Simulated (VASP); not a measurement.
A run of VASP 6.6.1 is set up as follows.

INCAR

```
PREC = Accurate
ENCUT = 520
EDIFF = 1E-6
ISMEAR = -1
SIGMA = 0.05
LREAL = False
LASPH = True
NELM = 80
ALGO = Normal
ISIF = 2
LWAVE = False
LCHARG = True
LELF = True
LVHAR = True
NBANDS = 21
```

The input KPOINTS:

```
Automatic mesh
0
Gamma
  9 9 5
```

Contents of POSCAR:

```
Pb
1.0
    3.5030470293      0.0000000000      0.0000000000
   -1.7515235146      3.0337277180      0.0000000000
    0.0000000000      0.0000000000      5.6270209464
Pb
2
Direct
    0.6666666667      0.3333333333      0.7500000000
    0.3333333333      0.6666666667      0.2500000000
```

Potentials or basis: VASP PAW LDA potentials, release 64 (Pb_d).

Run with:

```sh
$ cat potpaw_LDA.64/Pb_d/POTCAR > POTCAR
$ mpirun -np 1 vasp_std > vasp.out
```

Predict the pressure.

-1.4 GPa.

Estimate the band gap on the k mesh.

zero (band 14 reaches 12.72 eV, above the bottom of band 15 at 5.18 eV).

Stress tensor (GPa, compression positive):
```
-2.49  0.00  0.00
 0.00 -2.49  0.00
 0.00  0.00  0.74
```

Caveat: spin-orbit coupling is left out, which moves the levels of the heavy elements.
